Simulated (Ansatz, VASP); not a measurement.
**Two plane-wave programs on Ge**

File INCAR:

```
SYSTEM = Ge
ALGO = Normal
DIPOL = 0.5 0.5 0.500
EDIFF = 1E-6
ENCUT = 520
GGA = PE
IDIPOL = 3
ISIF = 2
ISMEAR = 0
IVDW = 12
LASPH = .True.
LCHARG = .False.
LDIPOL = .True.
LREAL = .False.
LWAVE = .False.
NBANDS = 21
NELM = 100
PREC = Accurate
SIGMA = 0.1
```

File KPOINTS:

```
k-points
0
Gamma
  12 12 1
  0 0 0
```

POSCAR

```
Ge
1.0
    3.9010000000      0.0000000000      0.0000000000
   -1.9505000000      3.3783651002      0.0000000000
    0.0000000000      0.0000000000     28.0000000000
Ge
2
Direct
    0.3333333333      0.6666666667      0.5026250000
    0.6666666667      0.3333333333      0.4973750000
```

Input for Ansatz:

```yaml
crystal:
  lattice:
    - [3.901, 0.0, 0.0]
    - [-1.9505, 3.3783651002, 0.0]
    - [0.0, 0.0, 28.0]
  atoms:
    - { symbol: Ge, position: [0.3333333333, 0.6666666667, 0.502625] }
    - { symbol: Ge, position: [0.6666666667, 0.3333333333, 0.497375] }
  periodic: [true, true, false]
basis:
  ecutwfc: 420
kpoints:
  mp_grid: { grid: [12, 12, 1] }
hamiltonian:
  xc: pbe
  pseudopotentials: { kind: paw, azcp: { folder: soft_1 } }
  dispersion: d3bj
scf:
  occupations: { method: gaussian, width: 0.1 }
output:
  forces: true
  stress: true
  eigenvalues: true
```

Alike in both runs: task single point; functional PBE; dispersion D3(BJ); k mesh 12 × 12 × 1; occupations gaussian, width 0.1 eV; no spin polarisation.

```csv
,VASP,Ansatz
version,VASP 6.6.1,Ansatz 0.2.0
potentials or method,"VASP PAW PBE potentials, release 64 (Ge_d), cutoff 520 eV","scalar-relativistic, plane waves, PAW"
valence electrons in the cell,28,28
```

VASP gave:

| Quantity | Value |
| --- | --- |
| gap on the k mesh at the Fermi level (eV) | none |
| rms of the force components (eV/Å) | 0.247 |

Estimate Ansatz's values.

gap on the k mesh at the Fermi level (eV): none; rms of the force components (eV/Å): 0.250.

Atom by atom the forces differ by 0.004 eV/Å (rms over components). A gap of «none» marks a metal or a gap that the smearing closes.
